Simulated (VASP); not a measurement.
# CoRu (F-43m) in VASP: single point with PBE

Aim: the single point of CoRu with PBE.

Everything below comes from runs of VASP 6.6.1. Logs are shortened: lines on timing, memory, paths and dates and some standing lists are left out, and cuts for length are marked.

## Step 1: The cell of the first run

It takes space group F-43m (No. 216, cubic). Conventional cell: a = 4.750 Å, b = 4.750 Å, c = 4.750 Å, α = 90.00°, β = 90.00°, γ = 90.00°. Within 2.7 Å of Co (site symmetry -43m) lie 4 Ru at 2.06 Å. Within 2.7 Å of Ru (site symmetry -43m) lie 4 Co at 2.06 Å.

## Step 2: Single point, PBE, collinear spin, ferromagnetic start

File INCAR:

```
SYSTEM = CoRu
PREC = Accurate ; ENCUT = 520
EDIFF = 1E-6 ; ISMEAR = 0
SIGMA = 0.1 ; LREAL = .FALSE.
LASPH = .TRUE. ; NELM = 150
ALGO = Fast ; ISIF = 2
LWAVE = .FALSE. ; LCHARG = .FALSE.
ISPIN = 2 ; MAGMOM = 3 0
LORBIT = 11 ; LMAXMIX = 4
GGA = PE ; NBANDS = 22
```

File KPOINTS:

```
Automatic mesh
0
G
  6 6 6
  0 0 0
```

File POSCAR:

```
CoRu
1.0
    0.0000000000      2.3750541800      2.3750541800
    2.3750541800      0.0000000000      2.3750541800
    2.3750541800      2.3750541800      0.0000000000
Co Ru
1 1
Direct
    0.0000000000      0.0000000000      0.0000000000
    0.7500000000      0.7500000000      0.7500000000
```

Potentials or basis: VASP PAW PBE potentials, release 64 (Co, Ru_pv).

Command:

```console
cat potpaw_PBE.64/Co/POTCAR potpaw_PBE.64/Ru_pv/POTCAR > POTCAR
mpirun -np 1 vasp_std > vasp.out
```

OUTCAR:

```text
SYSTEM = CoRu
   PREC = Accurate
   ENCUT = 520
   EDIFF = 1E-6
   ISMEAR = 0
   LREAL = .FALSE.
   LASPH = .TRUE.
   NELM = 150
   ISIF = 2
   ISPIN = 2
   LORBIT = 11
   GGA = PE

 ion  position               nearest neighbor table
   1  0.000  0.000  0.000-   2 2.06   2 2.06   2 2.06   2 2.06
   2  0.750  0.750  0.750-   1 2.06   1 2.06   1 2.06   1 2.06

  LATTYP: Found a face centered cubic cell.
 ALAT       =     4.7501083600

  Lattice vectors:

 A1 = (   0.0000000000,   2.3750541800,   2.3750541800)
 A2 = (   2.3750541800,   0.0000000000,   2.3750541800)
 A3 = (   2.3750541800,   2.3750541800,   0.0000000000)

Analysis of symmetry for initial positions (statically):
=====================================================================
 Subroutine PRICEL returns:
 Original cell was already a primitive cell.

 Routine SETGRP: Setting up the symmetry group for a
 face centered cubic supercell.

 Subroutine GETGRP returns: Found 24 space group operations
 (whereof 24 operations were pure point group operations)
 out of a pool of 48 trial point group operations.

The static configuration has the point symmetry T_d .

Analysis of symmetry for dynamics (positions and initial velocities):
=====================================================================
 Subroutine PRICEL returns:
 Original cell was already a primitive cell.

 Routine SETGRP: Setting up the symmetry group for a
 face centered cubic supercell.

 Subroutine GETGRP returns: Found 24 space group operations
 (whereof 24 operations were pure point group operations)
 out of a pool of 48 trial point group operations.

The dynamic configuration has the point symmetry T_d .

Analysis of structural, dynamic, and magnetic symmetry:
=====================================================================
 Subroutine PRICEL returns:
 Original cell was already a primitive cell.

 Routine SETGRP: Setting up the symmetry group for a
 face centered cubic supercell.

 Subroutine GETGRP returns: Found 24 space group operations
 (whereof 24 operations were pure point group operations)
 out of a pool of 48 trial point group operations.

The overall configuration has the point symmetry T_d .

 Subroutine INISYM returns: Found 24 space group operations
 (whereof 24 operations are pure point group operations),
 and found     1 'primitive' translations

----------------------------------------------------------------------------------------

                                     Primitive cell

  volume of cell :      26.7948

  direct lattice vectors                    reciprocal lattice vectors
     0.000000000  2.375054180  2.375054180    -0.210521513  0.210521513  0.210521513
     2.375054180  0.000000000  2.375054180     0.210521513 -0.210521513  0.210521513
     2.375054180  2.375054180  0.000000000     0.210521513  0.210521513 -0.210521513

  length of vectors
     3.358833833  3.358833833  3.358833833     0.364633957  0.364633957  0.364633957

  position of ions in fractional coordinates (direct lattice)
     0.000000000  0.000000000  0.000000000
     0.750000000  0.750000000  0.750000000

  ion indices of the primitive-cell ions
   primitive index   ion index
                 1           1
                 2           2

----------------------------------------------------------------------------------------

 KPOINTS: Automatic mesh

Automatic generation of k-mesh.
 Grid dimensions read from file:
 generate k-points for:    6    6    6

 Generating k-lattice:

  Cartesian coordinates                     Fractional coordinates (reciprocal lattice)
    -0.035086919  0.035086919  0.035086919     0.166666667  0.000000000  0.000000000
     0.035086919 -0.035086919  0.035086919     0.000000000  0.166666667  0.000000000
     0.035086919  0.035086919 -0.035086919     0.000000000  0.000000000  0.166666667

  Length of vectors
     0.060772326  0.060772326  0.060772326

  Shift w.r.t. Gamma in fractional coordinates (k-lattice)
     0.000000000  0.000000000  0.000000000

 Subroutine IBZKPT returns following result:
 ===========================================

 Found     16 irreducible k-points:

 Following reciprocal coordinates:
            Coordinates               Weight
  0.000000  0.000000  0.000000      1.000000
  0.166667  0.000000  0.000000      8.000000
  0.333333  0.000000  0.000000      8.000000
  0.500000  0.000000  0.000000      4.000000
  0.166667  0.166667  0.000000      6.000000
  0.333333  0.166667  0.000000     24.000000
[... 8 lines left out ...]
 -0.333333  0.333333  0.166667     24.000000
 -0.333333  0.500000  0.166667     12.000000
   k-points           NKPTS =     16   k-points in BZ     NKDIM =     16   number of bands    NBANDS=     22
   number of dos      NEDOS =    301   number of ions     NIONS =      2
   total plane-waves  NPLWV =  21952
   dimension x,y,z NGX =    28 NGY =   28 NGZ =   28
   dimension x,y,z NGXF=    56 NGYF=   56 NGZF=   56
   ions per type =               1   1
   NGX,Y,Z   is equivalent  to a cutoff of  13.86, 13.86, 13.86 a.u.
   NGXF,Y,Z  is equivalent  to a cutoff of  27.72, 27.72, 27.72 a.u.
 SYSTEM =  CoRu
   PREC   = accura    normal or accurate (medium, high low for compatibility)
   ISTART =      0    job   : 0-new  1-cont  2-samecut
   ICHARG =      2    charge: 1-file 2-atom 10-const
   ISPIN  =      2    spin polarized calculation?
   LNONCOLLINEAR =      F non collinear calculations
   LSORBIT =      F    spin-orbit coupling
   LASPH  =      T    aspherical Exc in radial PAW
   ENCUT  =  520.0 eV  38.22 Ry    6.18 a.u.   6.25  6.25  6.25*2*pi/ulx,y,z
   NELM   =    150;   NELMIN=  2; NELMDL= -5     # of ELM steps
   EDIFF  = 0.1E-05   stopping-criterion for ELM
   LREAL  =      F    real-space projection
   EDIFFG = 0.1E-04   stopping-criterion for IOM
   NSW    =      0    number of steps for IOM
   IBRION =     -1    ionic relax: 0-MD 1-quasi-New 2-CG
   NFREE  =      0    steps in history (QN), initial steepest desc. (CG)
   ISIF   =      2    stress and relaxation
   ISYM   =      2    0-nonsym 1-usesym 2-fastsym
   POTIM  = 0.5000    time-step for ionic-motion
   TEBEG  =    0.0;   TEEND  =   0.0 temperature during run
   PSTRESS=    0.0 pullay stress
   NELECT =      23.0000    total number of electrons
   NUPDOWN=      -1.0000    fix difference up-down
   EMIN   =  10.00;   EMAX   =-10.00  energy-range for DOS
   EFERMI =   0.00;   METHOD = LEGACY
   ISMEAR =     0;   SIGMA  =   0.10  broadening in eV -4-tet -1-fermi 0-gaus
   EFERMI_NEDOS =   21; number of points for ismear=-14 and -15
   IALGO  =     68    algorithm
   IMIX   =      4    mixing-type and parameters
     AMIX     =   0.40;   BMIX     =  1.00
     AMIX_MAG =   1.60;   BMIX_MAG =  1.00
  volume/ion in A,a.u.               =      13.40        90.41
  Fermi-wavevector in a.u.,A,eV,Ry     =   1.555848  2.940127 32.935133  2.420664
  Thomas-Fermi vector in A             =   2.659730
   LORBIT       =     11    0 simple, 1 ext, 2 COOP (PROOUT), +10 PAW based schemes
   GGA     = PE    functional components
   LHFCALC =     F    Hartree Fock is set to
   AEXX    =    0.0000 exact exchange contribution
   IVDW    =     0    specifies the selected vdW correction
   LEPSILON=     F    determine dielectric tensor
   LRPA    =     F    only Hartree local field effects (RPA)
 spin polarized calculation
 RMM-DIIS sequential band-by-band and
 Gauss-broadening in eV      SIGMA  =   0.10
  energy-cutoff  :      520.00
  volume of cell :       26.79
 maximum number of plane-waves:       745
 NGX is ok and might be reduce to    28
   NGX = 13   NGY = 13   NGZ = 13

 number of electron      23.0000001 magnetization      -0.0017843

 number of electron      23.0000001 magnetization       0.0005543

 Free energy of the ion-electron system (eV)
  ---------------------------------------------------
  ext. energy  EPLUGINS =         0.00000000
  ---------------------------------------------------
  free energy    TOTEN  =       -12.68654170 eV

  energy without entropy =      -12.67371505  energy(sigma->0) =      -12.68012837

 E-fermi :  10.3519     XC(G=0): -12.8785

 val. band max:       10.3247227779   @ k =   0.5000   0.1667   0.0000
 cond. band min:      10.3866057124   @ k =   0.5000   0.3333   0.1667
 fundamental gap:      0.0618829346
 Fermi energy:        10.3519299762

 spin component 1

 k-point     1 :       0.0000    0.0000    0.0000
  band No.  band energies     occupation
      1     -32.6865      1.00000
      2     -32.6865      1.00000
      3     -32.6865      1.00000
      4       2.9296      1.00000
      5       5.6505      1.00000
      6       5.6505      1.00000
[... 14 lines left out ...]
     21      28.5509      0.00000
     22      28.5509      0.00000
[... 351 lines left out ...]
 k-point    16 :      -0.3333    0.5000    0.1667
  band No.  band energies     occupation
      1     -32.7551      1.00000
      2     -32.7097      1.00000
      3     -32.6912      1.00000
      4       4.5509      1.00000
      5       4.6177      1.00000
      6       6.5079      1.00000
[... 14 lines left out ...]
     21      30.5107      0.00000
     22      33.0130      0.00000
 Fermi energy:        10.3519299762

 spin component 2

 k-point     1 :       0.0000    0.0000    0.0000
  band No.  band energies     occupation
      1     -32.6864      1.00000
      2     -32.6864      1.00000
      3     -32.6864      1.00000
      4       2.9299      1.00000
      5       5.6507      1.00000
      6       5.6507      1.00000
[... 14 lines left out ...]
     21      28.5511      0.00000
     22      28.5511      0.00000
[... 352 lines left out ...]
  band No.  band energies     occupation
      1     -32.7549      1.00000
      2     -32.7095      1.00000
      3     -32.6910      1.00000
      4       4.5512      1.00000
      5       4.6179      1.00000
      6       6.5081      1.00000
[... 14 lines left out ...]
     21      30.5110      0.00000
     22      33.0133      0.00000

------------------------ aborting loop because EDIFF is reached ----------------------------------------

  FORCE on cell =-STRESS in cart. coord.  units (eV):
  Direction    XX          YY          ZZ          XY          YZ          ZX
  --------------------------------------------------------------------------------------
  -------------------------------------------------------------------------------------
  Total       11.2931153     11.2931153     11.2931153      0.0000000      0.0000000      0.0000000
  in kB      675.2642936    675.2642936    675.2642936      0.0000000      0.0000000      0.0000000
  external PRESSURE =     675.2642936 kB  Pullay stress =       0.0000000 kB

 VOLUME and BASIS-vectors are now :
 -----------------------------------------------------------------------------
  energy-cutoff  :      520.00
  volume of cell :       26.79
      direct lattice vectors                 reciprocal lattice vectors
     0.000000000  2.375054180  2.375054180    -0.210521513  0.210521513  0.210521513
     2.375054180  0.000000000  2.375054180     0.210521513 -0.210521513  0.210521513
     2.375054180  2.375054180  0.000000000     0.210521513  0.210521513 -0.210521513

 POSITION                                       TOTAL-FORCE (eV/Angst)
 -----------------------------------------------------------------------------------
      0.00000      0.00000      0.00000        -0.000000      0.000000      0.000000
      3.56258      3.56258      3.56258         0.000000     -0.000000     -0.000000
 -----------------------------------------------------------------------------------
    total drift:                                0.000000      0.000000      0.000000

  FREE ENERGIE OF THE ION-ELECTRON SYSTEM (eV)
  ---------------------------------------------------
  free  energy   TOTEN  =       -12.6865417002 eV

  energy  without entropy=      -12.6737150452  energy(sigma->0) =      -12.68012837

 total charge

# of ion       s       p       d       tot
------------------------------------------
    1        0.732   0.719   7.654   9.105
    2        0.487   6.286   6.354  13.128
--------------------------------------------------
tot          1.219   7.006  14.008  22.233

 magnetization (x)

# of ion       s       p       d       tot
------------------------------------------
    1       -0.000   0.000   0.000   0.000
    2        0.000   0.000   0.000   0.000
--------------------------------------------------
tot          0.000   0.000   0.000   0.000
```

Run time: 26 s. Hardware: 1 thread of Intel Xeon 6975P-C, shared host; peak memory 0.18 GiB.

Results:

| Quantity | Value |
| --- | --- |
| Free energy | -12.6865 eV |
| Pressure | 67.5 GPa |
| Net moment | 0.00 μB per cell |
| Valence electrons inside the program's atomic spheres | Co 9.11; Ru 13.13 |

Caveat: the k points lie up to 0.38 Å⁻¹ apart; the starting moments collapsed, and a magnetic state may lie lower.
